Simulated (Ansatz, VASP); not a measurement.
## Two plane-wave programs on KTaH6

```
K Ta H
1.0
     3.92275    0.00000    0.00000
     0.00000    3.92275    0.00000
     0.00000    0.00000    9.17510
K Ta H
1 1 6
Direct
  0.00000 0.00000 0.00000
  0.00000 0.00000 0.50000
  0.50000 0.00000 0.00000
  0.50000 0.00000 0.50000
  0.00000 0.50000 0.00000
  0.00000 0.50000 0.50000
  0.00000 0.00000 0.29789
  0.00000 0.00000 0.70211
```

Alike in both runs: task single point; functional PBE; k mesh 10 × 10 × 4; occupations gaussian, width 0.1 eV; no spin polarisation.

|  | VASP | Ansatz |
| --- | --- | --- |
| version | VASP 6.6.1 | Ansatz 0.2.0 |
| potentials or method | VASP PAW PBE potentials, release 64 (K_sv, Ta_pv, H), cutoff 520 eV | scalar-relativistic, plane waves, PAW |
| valence electrons in the cell | 26 | 28 |

```csv
,VASP,Ansatz,Ansatz less VASP
gap on the k mesh at the Fermi level (eV),none,none,-
pressure (GPa),0.0,0.0,+0.01
"traceless stress, the component that is largest in VASP (GPa)",-0.07,-0.02,+0.057
```

A gap of «none» marks a metal or a gap that the smearing closes. The functional is the same, so the differences come from potentials, cutoffs and numerics. VASP's potentials hold 26 valence electrons a cell and Ansatz's 28, so a difference there can come from the potentials and not from the codes.

Spin-orbit coupling is off throughout.
